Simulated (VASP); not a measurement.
Sb, 1 atom in the cell. The structure is tetragonal, space group I4/mmm (No. 139). The conventional cell has a = 3.153 Å, b = 3.153 Å, c = 5.424 Å, α = 90.00°, β = 90.00°, γ = 90.00°. Sb (site symmetry 4/mmm) has 12 Sb at 3.15 to 3.51 Å within 4.1 Å. 

| Quantity | Value |
| --- | --- |
| Program | VASP 6.6.1 |
| Task | vibrations by perturbation theory |
| Functional | PBE |
| Potentials or basis | VASP PAW PBE potentials, release 64 (Sb) |
| Cutoff | 520 eV |
| k mesh | 9 × 9 × 9 |
| Occupations | fermi-dirac, width 0.05 eV |
| Spin | no spin polarisation |
| Dipole correction | no |
| Further INCAR settings | ALGO = Normal; EDIFF = 1e-08; NBANDS = 8; IBRION = 8; NSW = 1 |

Potentials or basis: VASP PAW PBE potentials, release 64 (Sb).

The run is started by

```bash
$ cat potpaw_PBE.64/Sb/POTCAR > POTCAR
$ mpirun -np 1 vasp_std > vasp.out
```

Hardware: 1 thread of Intel Xeon 8259CL (shared host).

**Question.** How long does it take, and how much memory?

**Answer.** It took 2.8 min on 1 thread of Intel Xeon 8259CL, on a shared host, peak memory 0.21 GiB. Counts: scf iterations 33, k points 75.
